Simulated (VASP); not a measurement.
# ZnSiP2 (I-42d) in VASP: notebook

Runs on ZnSiP2. Level: r2SCAN. Tasks: relaxation of shape and atoms at fixed volume, single point.

Program: VASP 6.6.1. These are calculated values, not measurements. Logs are shortened: lines on timing, memory, paths and dates and some standing lists are left out, and cuts for length are marked.

### 1 The cell of the first run

Symmetry: I-42d, No. 122, tetragonal system. Conventional cell: a = 5.430 Å, b = 5.430 Å, c = 10.571 Å, α = 90.00°, β = 90.00°, γ = 90.00°. Zn (site symmetry -4) has 4 P at 2.39 Å within 3.2 Å. Within 3.0 Å of Si (site symmetry -4) lie 4 P at 2.28 Å. Within 3.0 Å of P (site symmetry 2) lie 2 Si at 2.28 Å and 2 Zn at 2.39 Å.

### 2 Relaxation of shape and atoms at fixed volume, r2SCAN (19.48 Å³/atom)

Input file POSCAR:

```
ZnSiP2
1.0
   -2.7152367756      2.7152367756      5.2856435909
    2.7152367756     -2.7152367756      5.2856435909
    2.7152367756      2.7152367756     -5.2856435909
Zn Si P
2 2 4
Direct
    0.0000000000      0.0000000000      0.0000000000
    0.7500000000      0.2500000000      0.5000000000
    0.5000000000      0.5000000000      0.0000000000
    0.2500000000      0.7500000000      0.5000000000
    0.3750000000      0.3918353839      0.5168353839
    0.8750000000      0.8581646161      0.4831646161
    0.6081646161      0.1250000000      0.9831646161
    0.1418353839      0.6250000000      0.0168353839
```

Input file INCAR.step1:

```
SYSTEM = ZnSiP2
PREC = Accurate
ENCUT = 550
ISMEAR = 0
SIGMA = 0.02
LREAL = .FALSE.
LASPH = .TRUE.
NELM = 120
GGA = PE
ALGO = Normal
EDIFF = 1E-5
LWAVE = .TRUE.
LCHARG = .FALSE.
GGA_COMPAT = .FALSE.
IBRION = 2
ISIF = 3
EDIFFG = -0.005
NELMIN = 4
NSW = 100
KPAR = 4
```

Input file INCAR.step2:

```
SYSTEM = ZnSiP2
PREC = Accurate
ENCUT = 550
EDIFF = 1E-7
ISMEAR = 0
SIGMA = 0.02
LREAL = .FALSE.
LASPH = .TRUE.
NELM = 120
ALGO = Normal
ISIF = 4
LWAVE = .FALSE.
LCHARG = .FALSE.
METAGGA = R2SCAN
LMIXTAU = .TRUE.
IBRION = 2
NSW = 50
EDIFFG = -0.01
ISTART = 1
GGA_COMPAT = .FALSE.
NELMIN = 4
KPAR = 4
```

Input file KPOINTS:

```
Automatic mesh
0
G
  8 8 8
  0 0 0
```

Potentials or basis: VASP PAW PBE potentials, release 64 (Zn, Si, P).

Run with:

```bash
$ cat potpaw_PBE.64/Zn/POTCAR potpaw_PBE.64/Si/POTCAR potpaw_PBE.64/P/POTCAR > POTCAR
$ cp INCAR.step1 INCAR
$ mpirun -np 4 vasp_std > vasp.out
$ cp INCAR.step2 INCAR
$ mpirun -np 4 vasp_std > vasp.out
```

OUTCAR:

```text
SYSTEM = ZnSiP2
   PREC = Accurate
   ENCUT = 550
   EDIFF = 1E-7
   ISMEAR = 0
   LREAL = .FALSE.
   LASPH = .TRUE.
   NELM = 120
   ISIF = 4
   METAGGA = R2SCAN
   IBRION = 2
   NSW = 50
   EDIFFG = -0.01
   ISTART = 1
   NELMIN = 4

 ion  position               nearest neighbor table
   1  0.000  0.000  0.000-   5 2.39   7 2.39   8 2.39   6 2.39
   2  0.750  0.250  0.500-   8 2.39   5 2.39   6 2.39   7 2.39
   3  0.500  0.500  0.000-   7 2.28   6 2.28   5 2.28   8 2.28
   4  0.250  0.750  0.500-   6 2.28   5 2.28   7 2.28   8 2.28
   5  0.375  0.392  0.517-   3 2.28   4 2.28   2 2.39   1 2.39
   6  0.875  0.858  0.483-   4 2.28   3 2.28   1 2.39   2 2.39
   7  0.608  0.125  0.983-   3 2.28   4 2.28   2 2.39   1 2.39
   8  0.142  0.625  0.017-   3 2.28   4 2.28   1 2.39   2 2.39

  LATTYP: Found a body centered tetragonal cell.
 ALAT       =     5.4304735512
 C/A-ratio  =     1.9466602833

  Lattice vectors:

 A1 = (  -2.7152367756,   2.7152367756,   5.2856435909)
 A2 = (   2.7152367756,  -2.7152367756,   5.2856435909)
 A3 = (   2.7152367756,   2.7152367756,  -5.2856435909)

Analysis of symmetry for initial positions (statically):
=====================================================================
 Subroutine PRICEL returns:
 Original cell was already a primitive cell.

 Routine SETGRP: Setting up the symmetry group for a
 body centered tetragonal supercell.

 Subroutine GETGRP returns: Found  8 space group operations
 (whereof  4 operations were pure point group operations)
 out of a pool of 16 trial point group operations.

The static configuration has the point symmetry S_4 .
 The point group associated with its full space group is D_2d.

Analysis of symmetry for dynamics (positions and initial velocities):
=====================================================================
 Subroutine PRICEL returns:
 Original cell was already a primitive cell.

 Routine SETGRP: Setting up the symmetry group for a
 body centered tetragonal supercell.

 Subroutine GETGRP returns: Found  8 space group operations
 (whereof  4 operations were pure point group operations)
 out of a pool of 16 trial point group operations.

The dynamic configuration has the point symmetry S_4 .
 The point group associated with its full space group is D_2d.

 Subroutine INISYM returns: Found  8 space group operations
 (whereof  4 operations are pure point group operations),
 and found     1 'primitive' translations

----------------------------------------------------------------------------------------

                                     Primitive cell

  volume of cell :     155.8739

  direct lattice vectors                    reciprocal lattice vectors
    -2.715236776  2.715236776  5.285643591     0.000000000  0.184146003  0.094595860
     2.715236776 -2.715236776  5.285643591     0.184146003  0.000000000  0.094595860
     2.715236776  2.715236776 -5.285643591     0.184146003  0.184146003  0.000000000

  length of vectors
     6.533226589  6.533226589  6.533226589     0.207022045  0.207022045  0.260421775

  position of ions in fractional coordinates (direct lattice)
     0.000000000  0.000000000  0.000000000
     0.750000000  0.250000000  0.500000000
     0.500000000  0.500000000  0.000000000
     0.250000000  0.750000000  0.500000000
     0.375000000  0.391835384  0.516835384
     0.875000000  0.858164616  0.483164616
     0.608164616  0.125000000  0.983164616
     0.141835384  0.625000000  0.016835384

  ion indices of the primitive-cell ions
   primitive index   ion index
                 1           1
                 2           2
                 3           3
                 4           4
                 5           5
                 6           6
                 7           7
                 8           8

----------------------------------------------------------------------------------------

 KPOINTS: Automatic mesh

Automatic generation of k-mesh.
 Grid dimensions read from file:
 generate k-points for:    8    8    8

 Generating k-lattice:

  Cartesian coordinates                     Fractional coordinates (reciprocal lattice)
     0.000000000  0.023018250  0.011824482     0.125000000  0.000000000  0.000000000
     0.023018250  0.000000000  0.011824482     0.000000000  0.125000000  0.000000000
     0.023018250  0.023018250  0.000000000     0.000000000  0.000000000  0.125000000

  Length of vectors
     0.025877756  0.025877756  0.032552722

  Shift w.r.t. Gamma in fractional coordinates (k-lattice)
     0.000000000  0.000000000  0.000000000

 Subroutine IBZKPT returns following result:
 ===========================================

 Found     59 irreducible k-points:

 Following reciprocal coordinates:
            Coordinates               Weight
  0.000000  0.000000  0.000000      1.000000
  0.125000  0.000000  0.000000      8.000000
  0.250000  0.000000  0.000000      8.000000
  0.375000  0.000000 -0.000000      8.000000
  0.500000  0.000000  0.000000      4.000000
  0.125000  0.125000  0.000000      8.000000
[... 16 lines left out ...]
  0.250000  0.125000  0.125000     16.000000
  0.375000  0.125000  0.125000      8.000000
 [... further k-points ...]
   k-points           NKPTS =     59   k-points in BZ     NKDIM =     59   number of bands    NBANDS=     31
   number of dos      NEDOS =    301   number of ions     NIONS =      8
   total plane-waves  NPLWV = 125000
   dimension x,y,z NGX =    50 NGY =   50 NGZ =   50
   dimension x,y,z NGXF=   100 NGYF=  100 NGZF=  100
   ions per type =               2   2   4
   NGX,Y,Z   is equivalent  to a cutoff of  12.72, 12.72, 12.72 a.u.
   NGXF,Y,Z  is equivalent  to a cutoff of  25.45, 25.45, 25.45 a.u.
 SYSTEM =  ZnSiP2
   PREC   = accura    normal or accurate (medium, high low for compatibility)
   ISTART =      1    job   : 0-new  1-cont  2-samecut
   ICHARG =      0    charge: 1-file 2-atom 10-const
   ISPIN  =      1    spin polarized calculation?
   LNONCOLLINEAR =      F non collinear calculations
   LSORBIT =      F    spin-orbit coupling
   LASPH  =      T    aspherical Exc in radial PAW
   ENCUT  =  550.0 eV  40.42 Ry    6.36 a.u.  12.49 12.49 12.49*2*pi/ulx,y,z
   NELM   =    120;   NELMIN=  4; NELMDL=  0     # of ELM steps
   EDIFF  = 0.1E-06   stopping-criterion for ELM
   LREAL  =      F    real-space projection
   EDIFFG = -.1E-01   stopping-criterion for IOM
   NSW    =     50    number of steps for IOM
   IBRION =      2    ionic relax: 0-MD 1-quasi-New 2-CG
   NFREE  =      1    steps in history (QN), initial steepest desc. (CG)
   ISIF   =      4    stress and relaxation
   ISYM   =      2    0-nonsym 1-usesym 2-fastsym
   POTIM  = 0.5000    time-step for ionic-motion
   TEBEG  =    0.0;   TEEND  =   0.0 temperature during run
   PSTRESS=    0.0 pullay stress
   NELECT =      52.0000    total number of electrons
   NUPDOWN=      -1.0000    fix difference up-down
   EMIN   =  10.00;   EMAX   =-10.00  energy-range for DOS
   EFERMI =   0.00;   METHOD = LEGACY
   ISMEAR =     0;   SIGMA  =   0.02  broadening in eV -4-tet -1-fermi 0-gaus
   EFERMI_NEDOS =   21; number of points for ismear=-14 and -15
   IALGO  =     38    algorithm
   IMIX   =      4    mixing-type and parameters
     AMIX     =   0.40;   BMIX     =  1.00
     AMIX_MAG =   1.60;   BMIX_MAG =  1.00
  volume/ion in A,a.u.               =      19.48       131.49
  Fermi-wavevector in a.u.,A,eV,Ry     =   1.135407  2.145608 17.539934  1.289149
  Thomas-Fermi vector in A             =   2.272112
   LORBIT       =      0    0 simple, 1 ext, 2 COOP (PROOUT), +10 PAW based schemes
   METAGGA = R2SCAN    functional components
   LHFCALC =     F    Hartree Fock is set to
   AEXX    =    0.0000 exact exchange contribution
   IVDW    =     0    specifies the selected vdW correction
   LEPSILON=     F    determine dielectric tensor
   LRPA    =     F    only Hartree local field effects (RPA)
 conjugate gradient relaxation of ions
 non-spin polarized calculation
 Gauss-broadening in eV      SIGMA  =   0.02
  energy-cutoff  :      550.00
  volume of cell :      155.87
 maximum number of plane-waves:      4597
 NGX is ok and might be reduce to    50
   NGX = 25   NGY = 25   NGZ = 25

--------------------------------------- Ionic step        1  -------------------------------------------

 number of electron      51.9999982 magnetization

 Free energy of the ion-electron system (eV)
  ---------------------------------------------------
  ext. energy  EPLUGINS =         0.00000000
  ---------------------------------------------------
  free energy    TOTEN  =       -74.45531137 eV

  energy without entropy =      -74.45531137  energy(sigma->0) =      -74.45531137

------------------------ aborting loop because EDIFF is reached ----------------------------------------

  FORCE on cell =-STRESS in cart. coord.  units (eV):
  Direction    XX          YY          ZZ          XY          YZ          ZX
  --------------------------------------------------------------------------------------
  -------------------------------------------------------------------------------------
  Total       -2.7839925     -2.7839925     -2.7903721      0.0000000      0.0000000      0.0000000
  in kB      -28.6157647    -28.6157647    -28.6813390      0.0000000      0.0000000      0.0000000
  external PRESSURE =     -28.6376228 kB  Pullay stress =       0.0000000 kB
[... 69 lines left out ...]
  energy  without entropy=      -74.4566298152  energy(sigma->0) =      -74.45662982

--------------------------------------- Ionic step        3  -------------------------------------------

 number of electron      51.9999982 magnetization

 Free energy of the ion-electron system (eV)
  ---------------------------------------------------
  ext. energy  EPLUGINS =         0.00000000
  ---------------------------------------------------
  free energy    TOTEN  =       -74.45685580 eV

  energy without entropy =      -74.45685580  energy(sigma->0) =      -74.45685580

 E-fermi :   4.2688     XC(G=0): -10.2247

 val. band max:        4.1668785343   @ k =   0.0000   0.0000   0.0000
 cond. band min:       5.8097158773   @ k =   0.0000   0.0000   0.0000
 fundamental gap:      1.6428373430
 Fermi energy:         4.2688428632

 k-point     1 :       0.0000    0.0000    0.0000
  band No.  band energies     occupation
      1      -9.2483      2.00000
      2      -6.2774      2.00000
      3      -6.2634      2.00000
      4      -6.2634      2.00000
      5      -4.6473      2.00000
      6      -2.6997      2.00000
[... 805 lines left out ...]
     30       8.1827      0.00000
     31       8.6660      0.00000

 [... further k-points ...]
[... 5 lines left out ...]
  --------------------------------------------------------------------------------------
  -------------------------------------------------------------------------------------
  Total       -2.6806646     -2.6806646     -2.7709116      0.0000000     -0.0000000      0.0000000
  in kB      -27.5536903    -27.5536903    -28.4813106      0.0000000     -0.0000000      0.0000000
  external PRESSURE =     -27.8628971 kB  Pullay stress =       0.0000000 kB
[... 23 lines left out ...]
  FREE ENERGIE OF THE ION-ELECTRON SYSTEM (eV)
  ---------------------------------------------------
  free  energy   TOTEN  =       -74.4568557991 eV

  energy  without entropy=      -74.4568557991  energy(sigma->0) =      -74.45685580

 reached required accuracy - stopping structural energy minimisation
```

Wall time 20 min (4 MPI ranks of Intel Xeon Platinum 8559C (Emerald Rapids), shared host); peak memory 0.58 GiB.

Results:

| Property | Result |
| --- | --- |
| Free energy | -74.4569 eV |
| Energy gained by relaxing | 0.2 meV/atom |
| Ionic steps | 3 |
| Pressure after relaxing | -2.8 GPa |
| Band gap on the k mesh | 1.64 eV |

Stress tensor (GPa, compression positive):
```
-2.76  0.00  0.00
 0.00 -2.76  0.00
 0.00  0.00 -2.85
```

The path:
| step | energy change (eV) | largest force (eV/Å) | pressure (GPa) | volume (Å³) |
| --- | --- | --- | --- | --- |
| 1 | 0.0000 | 0.1022 | -2.86 | 155.87 |
| 2 | -0.0013 | 0.0426 | -2.82 | 155.87 |
| 3 | -0.0015 | 0.0002 | -2.79 | 155.87 |

Final structure:
```xyz
8
Lattice="-2.7153 2.7153 5.2854 2.7153 -2.7153 5.2854 2.7153 2.7153 -5.2854" Properties=species:S:1:pos:R:3 pbc="T T T"
Zn    0.0000    0.0000    0.0000
Zn    0.0000    2.7153    2.6427
Si    0.0000    0.0000    5.2854
Si    2.7153    0.0000    2.6427
P     1.4575    1.3576    1.3214
P     1.2578    1.3576    6.6068
P     1.3576    3.9731   -1.3214
P     1.3576   -1.2578    3.9641
```

Caveat: the PAW data sets were made with another functional, which shifts forces and pressure a little. A k mesh can miss the band edges.

(Continued in part 2 of 2.)
